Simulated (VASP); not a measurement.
A run of VASP 6.6.1 is set up as follows.

Contents of INCAR:

```
SYSTEM = LiCl
PREC = Accurate
ENCUT = 520
EDIFF = 1E-6
ISMEAR = 0
SIGMA = 0.05
LREAL = .False.
LASPH = .True.
NELM = 100
ALGO = Normal
ISIF = 2
LWAVE = .False.
LCHARG = .False.
GGA = PE
NBANDS = 12
```

KPOINTS

```
Automatic mesh
0
Gamma
  8 8 8
  0 0 0
```

The input POSCAR:

```
LiCl
1.0
    0.0000000000      2.5006410000      2.5006410000
    2.5006410000      0.0000000000      2.5006410000
    2.5006410000      2.5006410000      0.0000000000
Li Cl
1 1
Direct
    0.0000000000      0.0000000000      0.0000000000
    0.5000000000      0.5000000000      0.5000000000
```

Potentials or basis: VASP PAW PBE potentials, release 64 (Li_sv, Cl).

Launch:

```sh
$ cat potpaw_PBE.64/Li_sv/POTCAR potpaw_PBE.64/Cl/POTCAR > POTCAR
$ mpirun -np 1 vasp_std > vasp.out
```

Problem. Estimate the band gap on the k mesh.

Solution. 6.80 eV.

Caveat: the cell differs from its parent crystal (strain -0.025 along x and y, -0.025 along z). A k mesh can miss the band edges.
